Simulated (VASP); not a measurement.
# K (Fm-3m) in VASP: further runs, part 2 of 2

VASP 6.6.1. Earlier steps stand in the parts before.

## Step 4: Relaxation of cell and atoms, PBE+D3(BJ), target pressure 5 GPa, at which the enthalpy is minimised

This run uses another cell than the first one, of 47.85 Å³/atom, 0.691 times its volume.

INCAR reads:

```
  PREC = Accurate
  ENCUT = 600
  EDIFF = 1E-6
  ISMEAR = 0
  SIGMA = 0.1
  LREAL = False
  LASPH = True
  NELM = 100
  ALGO = Normal
  ISIF = 3
  LWAVE = False
  LCHARG = False
  GGA = PE
  IVDW = 12
  IBRION = 2
  NSW = 70
  EDIFFG = -0.008
  PSTRESS = 50.0
```

KPOINTS reads:

```
regular mesh
0
Gamma
  12 12 12
```

POSCAR reads:

```
K
1.0
    0.0000000000      2.8814670858      2.8814670858
    2.8814670858      0.0000000000      2.8814670858
    2.8814670858      2.8814670858      0.0000000000
K
1
Direct
    0.0000000000      0.0000000000      0.0000000000
```

Potentials or basis: VASP PAW PBE potentials, release 64 (K_sv).

The run is started by

```
> cat potpaw_PBE.64/K_sv/POTCAR > POTCAR
> mpirun -np 1 vasp_std > vasp.out
```

OUTCAR:

```text
PREC = Accurate
   ENCUT = 600
   EDIFF = 1E-6
   ISMEAR = 0
   LREAL = False
   LASPH = True
   NELM = 100
   ISIF = 3
   GGA = PE
   IVDW = 12
   IBRION = 2
   NSW = 70
   EDIFFG = -0.008
   PSTRESS = 50.0
 IVDW          = 12

 ion  position               nearest neighbor table
   1  0.000  0.000  0.000-

  LATTYP: Found a face centered cubic cell.
 ALAT       =     5.7629341716

  Lattice vectors:

 A1 = (   0.0000000000,   2.8814670858,   2.8814670858)
 A2 = (   2.8814670858,   0.0000000000,   2.8814670858)
 A3 = (   2.8814670858,   2.8814670858,   0.0000000000)

Analysis of symmetry for initial positions (statically):
=====================================================================
 Subroutine PRICEL returns:
 Original cell was already a primitive cell.

[... 290 lines left out ...]
--------------------------------------- Ionic step        4  -------------------------------------------

 number of electron       9.0000000 magnetization

 Free energy of the ion-electron system (eV)
  ---------------------------------------------------
  ext. energy  EPLUGINS =         0.00000000
  ---------------------------------------------------
  free energy    TOTEN  =        -0.68491338 eV

  energy without entropy =       -0.68078936  energy(sigma->0) =       -0.68285137

 E-fermi :   1.5731     XC(G=0):  -7.2068

 val. band max:        1.5691096687   @ k =  -0.4167   0.0833   0.0000
 cond. band min:       1.6573936961   @ k =   0.5000   0.3333   0.0833
 fundamental gap:      0.0882840274
 Fermi energy:         1.5731268804

 k-point     1 :       0.0000    0.0000    0.0000
  band No.  band energies     occupation
      1     -30.5019      2.00000
      2     -13.8161      2.00000
      3     -13.8161      2.00000
      4     -13.8161      2.00000
      5      -1.4493      2.00000
      6       6.1241      0.00000
      7       6.1241      0.00000
      8       6.1241      0.00000
[... 243 lines left out ...]
 k-point    24 :      -0.4167    0.1667    0.0000
  band No.  band energies     occupation
      1     -30.4519      2.00000
      2     -14.1903      2.00000
      3     -13.9416      2.00000
      4     -13.8811      2.00000
      5       2.0863      0.00000
      6       2.7303      0.00000
      7       4.9639      0.00000
      8       6.1945      0.00000

 [... further k-points ...]

------------------------ aborting loop because EDIFF is reached ----------------------------------------

 Edisp (eV)   -0.19512

 E8    (eV) :    -0.1031
[... 28 lines left out ...]
  energy  without entropy=       -0.8759109695  energy(sigma->0) =       -0.87797298

  enthalpy is  TOTEN    =         0.4338514860 eV   P V=        1.3138864737

 reached required accuracy - stopping structural energy minimisation
```

Run time: 53 s. Hardware: 1 thread of Intel Xeon Platinum 8488C (Sapphire Rapids), shared host; peak memory 0.22 GiB.

Results:

- Free energy: -0.8800 eV
- Relaxed volume: 42.10 Å³/atom
- Relaxed cell: a = 3.905 Å, b = 3.905 Å, c = 3.905 Å, α = 60.00°, β = 60.00°, γ = 60.00°
- Space group after relaxing (to 0.05 Å): Fm-3m (No. 225)
- Energy change on relaxing (the enthalpy is what falls): +139.9 meV/atom
- Ionic steps: 4
- Pressure after relaxing: 5.0 GPa
- Dispersion energy per atom: -0.195 eV

The path:
| step | energy change (eV) | largest force (eV/Å) | pressure (GPa) | volume (Å³) |
| --- | --- | --- | --- | --- |
| 1 | 0.0000 | 0.0000 | 2.94 | 47.85 |
| 2 | 0.0928 | 0.0000 | 4.32 | 43.72 |
| 3 | 0.1365 | 0.0000 | 4.97 | 42.21 |
| 4 | 0.1399 | 0.0000 | 5.02 | 42.10 |

Final structure:
```
K
1.0
     0.00000    2.76115    2.76115
     2.76115    0.00000    2.76115
     2.76115    2.76115    0.00000
K
1
Direct
  0.00000 0.00000 0.00000
```

Levels at points of the mesh, in eV from the Fermi level:
```
           k point  band 3  band 4  band 5  band 6  band 7  band 8
(0.00, 0.00, 0.00)  -15.39  -15.39   -3.02    4.55    4.55    4.55
(0.50, 0.00, 0.00)  -15.44  -15.44    0.18    1.01    4.26    4.26
(0.50, 0.50, 0.00)  -15.53  -15.53    0.42    1.95    2.38    7.39
```

Caveat: the cell is relaxed towards a set pressure, so the enthalpy falls and the energy may rise; pairwise dispersion overbinds metals, which lowers pressure and volume.

## Step 5: Relaxation of cell and atoms, PBE+D3(BJ), target pressure 40 GPa, at which the enthalpy is minimised

This run uses another cell than the first one, of 23.83 Å³/atom, 0.344 times its volume.

INCAR reads:

```
PREC = Accurate
ENCUT = 600
EDIFF = 1E-6
ISMEAR = 0
SIGMA = 0.1
LREAL = False
LASPH = True
NELM = 100
ALGO = Normal
ISIF = 3
LWAVE = False
LCHARG = False
GGA = PE
IVDW = 12
IBRION = 2
NSW = 70
EDIFFG = -0.008
PSTRESS = 400.0
```

KPOINTS reads:

```
regular mesh
0
Gamma
  16 16 16
```

POSCAR reads:

```
K
1.0
    0.0000000000      2.2840596747      2.2840596747
    2.2840596747      0.0000000000      2.2840596747
    2.2840596747      2.2840596747      0.0000000000
K
1
Direct
    0.0000000000      0.0000000000      0.0000000000
```

The run is started by

```
> cat potpaw_PBE.64/K_sv/POTCAR > POTCAR
> mpirun -np 1 vasp_std > vasp.out
```

Run time: 2.9 min. Hardware: 1 thread of Intel Xeon Platinum 8488C (Sapphire Rapids), shared host; peak memory 0.2 GiB.

Results (log left out):

```
Free energy                                            : 1.6581 eV
Relaxed volume                                         : 17.97 Å³/atom
Relaxed cell                                           : a = 2.940 Å, b = 2.940 Å, c = 2.940 Å, α = 60.00°, β = 60.00°, γ = 60.00°
Space group after relaxing (to 0.05 Å)                 : Fm-3m (No. 225)
Energy change on relaxing (the enthalpy is what falls) : +1153.8 meV/atom
Ionic steps                                            : 18
Pressure after relaxing                                : 40.0 GPa
Dispersion energy per atom                             : -0.469 eV
```

The path:
```tsv
step	energy change (eV)	largest force (eV/Å)	pressure (GPa)	volume (Å³)
1	0.0000	0.0000	24.23	23.83
2	1.5038	0.0000	42.66	16.62
3	1.2416	0.0000	41.19	17.62
4	1.1660	0.0000	40.16	17.92
5	1.1392	0.0000	39.74	18.03
6	1.1394	0.0000	39.72	18.03
7	1.1401	0.0000	39.75	18.02
8	1.1401	0.0000	39.75	18.02
9	1.1401	0.0000	39.75	18.02
10	1.1401	0.0000	39.75	18.02
11	1.1402	0.0000	39.75	18.02
12	1.1403	0.0000	39.75	18.02
13	1.1405	0.0000	39.73	18.02
14	1.1409	0.0000	39.72	18.02
15	1.1418	0.0000	39.77	18.02
16	1.1435	0.0000	39.78	18.01
17	1.1469	0.0000	39.86	18.00
18	1.1538	0.0000	39.96	17.97
```

Final structure:
```xyz
1
Lattice="0.0000 2.0789 2.0789 2.0789 0.0000 2.0789 2.0789 2.0789 0.0000" Properties=species:S:1:pos:R:3 pbc="T T T"
K     0.0000    2.0789    2.0789
```

Levels at points of the mesh, in eV from the Fermi level:
| k point | band 3 | band 4 | band 5 | band 6 | band 7 | band 8 |
| --- | --- | --- | --- | --- | --- | --- |
| (0.00, 0.00, 0.00) | -15.33 | -15.33 | -2.73 | 4.26 | 4.26 | 4.26 |
| (0.50, 0.00, 0.00) | -15.70 | -15.70 | -0.53 | 3.78 | 3.78 | 4.79 |
| (0.50, 0.50, 0.00) | -16.45 | -16.45 | -1.87 | -0.26 | 7.84 | 10.25 |

Caveat: the cell is relaxed towards a set pressure, so the enthalpy falls and the energy may rise; the volume moved by over 15 % at a fixed basis, so the end points are rough; pairwise dispersion overbinds metals, which lowers pressure and volume.

## Step 6: Relaxation of cell and atoms, PBE+D3(BJ), target pressure 10 GPa, at which the enthalpy is minimised

This run uses another cell than the first one, of 38.90 Å³/atom, 0.561 times its volume.

INCAR reads:

```
SYSTEM = K
PREC = Accurate
ENCUT = 600
EDIFF = 1E-7
ISMEAR = 0
SIGMA = 0.1
LREAL = .FALSE.
LASPH = .TRUE.
NELM = 80
ALGO = Normal
ISIF = 3
LWAVE = .FALSE.
LCHARG = .FALSE.
GGA = PE
IVDW = 12
IBRION = 2
NSW = 70
EDIFFG = -0.008
PSTRESS = 100.0
```

KPOINTS reads:

```
Automatic mesh
0
G
  14 14 14
  0 0 0
```

POSCAR reads:

```
K
1.0
    0.0000000000      2.6891929303      2.6891929303
    2.6891929303      0.0000000000      2.6891929303
    2.6891929303      2.6891929303      0.0000000000
K
1
Direct
    0.0000000000      0.0000000000      0.0000000000
```

Potentials or basis: VASP PAW PBE potentials, release 64 (K_sv).

The run is started by

```
> cat potpaw_PBE.64/K_sv/POTCAR > POTCAR
> mpirun -np 1 vasp_std > vasp.out
```

Run time: 79 s. Hardware: 1 thread of Intel Xeon Platinum 8488C (Sapphire Rapids), shared host; peak memory 0.2 GiB.

Results (log left out):

```
Free energy                                            : -0.5295 eV
Relaxed volume                                         : 34.32 Å³/atom
Relaxed cell                                           : a = 3.648 Å, b = 3.648 Å, c = 3.648 Å, α = 60.00°, β = 60.00°, γ = 60.00°
Space group after relaxing (to 0.05 Å)                 : Fm-3m (No. 225)
Energy change on relaxing (the enthalpy is what falls) : +235.1 meV/atom
Ionic steps                                            : 3
Pressure after relaxing                                : 10.0 GPa
Dispersion energy per atom                             : -0.240 eV
```

Step by step:
```tsv
step	energy change (eV)	largest force (eV/Å)	pressure (GPa)	volume (Å³)
1	0.0000	0.0000	6.66	38.90
2	0.2232	0.0000	9.83	34.51
3	0.2351	0.0000	9.99	34.32
```

Final structure:
```
CELL_PARAMETERS angstrom
0.00000 2.57930 2.57930
2.57930 0.00000 2.57930
2.57930 2.57930 0.00000
ATOMIC_POSITIONS crystal
K 0.00000 0.00000 0.00000
```

Levels at points of the mesh, in eV from the Fermi level:
| k point | band 2 | band 3 | band 4 | band 5 | band 6 | band 7 | band 8 |
| --- | --- | --- | --- | --- | --- | --- | --- |
| (0.00, 0.00, 0.00) | -15.43 | -15.43 | -15.43 | -3.33 | 4.54 | 4.54 | 4.54 |
| (0.50, 0.00, 0.00) | -16.17 | -15.51 | -15.51 | 0.01 | 1.39 | 4.21 | 4.21 |
| (0.50, 0.50, 0.00) | -16.10 | -15.67 | -15.67 | 0.01 | 1.58 | 3.04 | 8.03 |

Caveat: the cell is relaxed towards a set pressure, so the enthalpy falls and the energy may rise; pairwise dispersion overbinds metals, which lowers pressure and volume.

## Step 7: The runs side by side

```csv
task,cell,k mesh,cutoff (eV),gap on the mesh (eV),pressure (GPa)
single point,"a = 4.610 Å, angles 60.0°, 1 atom",12 × 12 × 12,520,none,0.0
relaxation of cell and atoms,"relaxed to 20 GPa from a = 3.549 Å, angles 60.0°, 1 atom",14 × 14 × 14,600,none,20.0
relaxation of cell and atoms,"relaxed to 5 GPa from a = 4.075 Å, angles 60.0°, 1 atom",12 × 12 × 12,600,none,5.0
relaxation of cell and atoms,"relaxed to 40 GPa from a = 3.230 Å, angles 60.0°, 1 atom",16 × 16 × 16,600,none,40.0
relaxation of cell and atoms,"relaxed to 10 GPa from a = 3.803 Å, angles 60.0°, 1 atom",14 × 14 × 14,600,none,10.0
```

Alike in all rows: level PBE+D3(BJ); potentials or basis VASP PAW PBE potentials, release 64 (K_sv); no spin polarisation; smearing gaussian 0.1 eV.

Caveats: pairwise dispersion overbinds metals, which lowers pressure and volume; the cell is relaxed towards a set pressure, so the enthalpy falls and the energy may rise (some runs); the volume moved by over 15 % at a fixed basis, so the end points are rough (some runs).

Total energies depend on the potentials used, so only differences within one code and one set of settings carry meaning.
